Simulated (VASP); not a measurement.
# Re (P6_3/mmc) in VASP: a series of runs, part 2 of 2

VASP 6.6.1. Earlier steps stand in the parts before.

**3. Electric field gradients, PBEsol (11.72 Å³/atom)**

This run uses another cell than the first one, of 11.72 Å³/atom.

INCAR

```
SYSTEM = Re
PREC     = Accurate       ! precision mode
ENCUT    = 520            ! plane-wave cutoff, eV
EDIFF    = 1E-8           ! SCF threshold, eV
ISMEAR   = -1             ! smearing method
SIGMA    = 0.05           ! smearing width, eV
LREAL    = .False.        ! projectors in reciprocal space
LASPH    = .True.         ! aspherical terms in the spheres
NELM     = 60             ! most SCF steps
ALGO     = Normal         ! electronic algorithm
ISIF     = 2              ! what is computed and relaxed
LWAVE    = .False.        ! write WAVECAR
LCHARG   = .False.        ! write CHGCAR
GGA      = PS             ! functional
LEFG     = .True.       
NBANDS   = 14             ! bands
```

KPOINTS

```
regular mesh
0
Gamma
  18 18 10
  0 0 0
```

POSCAR

```
Re
1.0
    2.5677224212      0.0000000000      0.0000000000
   -1.2838612106      2.2237128466      0.0000000000
    0.0000000000      0.0000000000      4.1057498614
Re
2
Direct
    0.3333333333      0.6666666667      0.2500000000
    0.6666666667      0.3333333333      0.7500000000
```

Potentials or basis: VASP PAW PBE potentials, release 64 (Re).

On the command line:

```console
$ cat potpaw_PBE.64/Re/POTCAR > POTCAR
$ mpirun -np 1 vasp_std > vasp.out
```

OUTCAR:

```text
SYSTEM = Re
   PREC = Accurate
   ENCUT = 520
   EDIFF = 1E-8
   ISMEAR = -1
   LREAL = .False.
   LASPH = .True.
   NELM = 60
   ISIF = 2
   GGA = PS

 ion  position               nearest neighbor table
   1  0.333  0.667  0.250-   2 2.53   2 2.53   2 2.53   2 2.53   2 2.53   2 2.53
   2  0.667  0.333  0.750-   1 2.53   1 2.53   1 2.53   1 2.53   1 2.53   1 2.53

  LATTYP: Found a hexagonal cell.
 ALAT       =     2.5677224212
 C/A-ratio  =     1.5989850879

  Lattice vectors:

 A1 = (   2.5677224212,   0.0000000000,   0.0000000000)
 A2 = (  -1.2838612106,   2.2237128466,   0.0000000000)
[... 623 lines left out ...]
  free  energy   TOTEN  =       -24.7023661744 eV

  energy  without entropy=      -24.6917580752  energy(sigma->0) =      -24.69706212

 Electric field gradients (V/A^2)
---------------------------------------------------------------------
 ion       V_xx      V_yy      V_zz      V_xy      V_xz      V_yz
---------------------------------------------------------------------
   1      55.222    55.222  -110.445     0.000     0.000    -0.000
   2      55.222    55.222  -110.445     0.000    -0.000     0.000
---------------------------------------------------------------------

 Electric field gradients after diagonalization (V/A^2)
 (convention: |V_zz| > |V_xx| > |V_yy|)
----------------------------------------------------------------------
 ion       V_xx      V_yy      V_zz     asymmetry (V_yy - V_xx)/ V_zz
----------------------------------------------------------------------
   1      55.222    55.222  -110.445       0.000
   2      55.222    55.222  -110.445       0.000
----------------------------------------------------------------------

           NMR quadrupolar parameters

 Cq : quadrupolar parameter    Cq=e*Q*V_zz/h
 eta: asymmetry parameters     (V_yy - V_xx)/ V_zz
 Q  : nuclear electric quadrupole moment in mb (millibarn)
----------------------------------------------------------------------
 ion       Cq(MHz)       eta       Q (mb)
----------------------------------------------------------------------
   1      -0.267       0.000       1.000
   2      -0.267       0.000       1.000
----------------------------------------------------------------------
```

OSZICAR:

```text
N       E                     dE             d eps       ncg     rms          rms(c)
DAV:   1     0.221857087143E+02    0.22186E+02   -0.70468E+03 12424   0.133E+03
DAV:   2    -0.250236514336E+02   -0.47209E+02   -0.41981E+02 10190   0.314E+02
DAV:   3    -0.258958051224E+02   -0.87215E+00   -0.86100E+00  9328   0.408E+01
DAV:   4    -0.259032247907E+02   -0.74197E-02   -0.74164E-02  9640   0.236E+00
DAV:   5    -0.259033454453E+02   -0.12065E-03   -0.12064E-03  9238   0.548E-01    0.675E+01
DAV:   6    -0.251005627166E+02    0.80278E+00   -0.26481E-01 10896   0.116E+01    0.363E+01
DAV:   7    -0.247051325250E+02    0.39543E+00   -0.37027E-01 10642   0.134E+01    0.438E-01
DAV:   8    -0.247027566859E+02    0.23758E-02   -0.53389E-03 10590   0.902E-01    0.399E-01
DAV:   9    -0.247024148593E+02    0.34183E-03   -0.84352E-04 10582   0.502E-01    0.670E-02
DAV:  10    -0.247023745165E+02    0.40343E-04   -0.40962E-05  9696   0.575E-02    0.111E-02
DAV:  11    -0.247023663697E+02    0.81468E-05   -0.19111E-06 10434   0.328E-02    0.323E-03
DAV:  12    -0.247023661974E+02    0.17228E-06   -0.60694E-08  9096   0.681E-03    0.937E-04
DAV:  13    -0.247023661790E+02    0.18480E-07   -0.53217E-09  5792   0.182E-03    0.226E-04
DAV:  14    -0.247023661744E+02    0.45593E-08   -0.10256E-09  4656   0.862E-04
   1 F= -.24702366E+02 E0= -.24697062E+02  d E =-.106081E-01
```

It took 1.8 min on 1 thread of Intel Xeon 8259CL, shared host; peak memory 0.19 GiB.

What came out:

- Free energy: -24.7024 eV
- Pressure: 139.2 GPa
- Band gap on the k mesh: zero (bands 7 and 8 overlap by 5.05 eV)
- Largest electric field gradient by atom: Re -110.4 V/Å²

Stress tensor (GPa, compression positive):
```
136.22   0.00   0.00
  0.00 136.22   0.00
  0.00   0.00 145.18
```

Levels at points of the mesh, in eV from the Fermi level:
```tsv
k point	band 3	band 4	band 5	band 6	band 7	band 8	band 9	band 10	band 11	band 12
(0.00, 0.00, 0.00)	-2.38	-2.38	-2.15	-1.13	-1.13	0.01	0.01	1.57	4.48	4.48
(0.50, 0.00, 0.00)	-7.14	-2.95	-1.66	-1.60	-0.62	5.42	6.23	6.25	8.42	9.50
(0.00, 0.00, 0.50)	-2.98	-2.98	-2.57	-2.57	-2.57	-2.57	3.50	3.50	3.50	3.50
(0.50, 0.00, 0.50)	-5.65	-5.65	0.35	0.35	1.64	1.64	5.89	5.89	6.59	6.59
```

Electric field gradients, principal values (V/Å²):
```csv
atom,least,middle,greatest (by size)
1 Re,55.222,55.222,-110.445
2 Re,55.222,55.222,-110.445
```

Caveat: the stress differs along the axes, from 136 to 145 GPa; without QUAD_EFG the Cq values of the log hold for a quadrupole moment of 1 mb, not for the nuclei; the PAW data sets were made with another functional, which shifts forces and pressure a little; spin-orbit coupling is left out, which moves the levels of the heavy elements.
